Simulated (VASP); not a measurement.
BaTiO3, 5 atoms in the cell. Symmetry: R3m, No. 160, trigonal system. The conventional cell has a = 5.572 Å, b = 5.572 Å, c = 6.832 Å, α = 90.00°, β = 90.00°, γ = 120.00°. Within 3.6 Å of Ba (site symmetry 3m) lie 12 O at 2.75 to 2.82 Å and 8 Ti at 3.37 to 3.47 Å. Ti (site symmetry 3m) has 6 O at 1.90 to 2.04 Å within 2.5 Å. O (site symmetry m) has 2 Ti at 1.90 to 2.04 Å within 2.5 Å. 

```yaml
Program: VASP 6.6.1
Task: single point
Functional: r2SCAN
Potentials_or_basis: VASP PAW PBE potentials, release 64 (Ba_sv, Ti_sv, O)
Cutoff: 520 eV
k_mesh: 6 × 6 × 6
Occupations: gaussian, width 0.02 eV
Spin: no spin polarisation
Dipole_correction: no
Further_INCAR_settings: ALGO = Normal; EDIFF = 1e-07; NBANDS = 28
```

Potentials or basis: VASP PAW PBE potentials, release 64 (Ba_sv, Ti_sv, O).

Run with:

```console
$ cat potpaw_PBE.64/Ba_sv/POTCAR potpaw_PBE.64/Ti_sv/POTCAR potpaw_PBE.64/O/POTCAR > POTCAR
$ cp INCAR.step1 INCAR
$ mpirun -np 1 vasp_std > vasp.out
$ cp INCAR.step2 INCAR
$ mpirun -np 1 vasp_std > vasp.out
```

Hardware: 1 thread of Intel Xeon 8259CL, with other jobs on the host.

Question: How long does it take, and how much memory?

Answer: Run time: 6.9 min on 1 thread of Intel Xeon 8259CL, on a shared host, peak memory 0.21 GiB. Counts: k points 32.
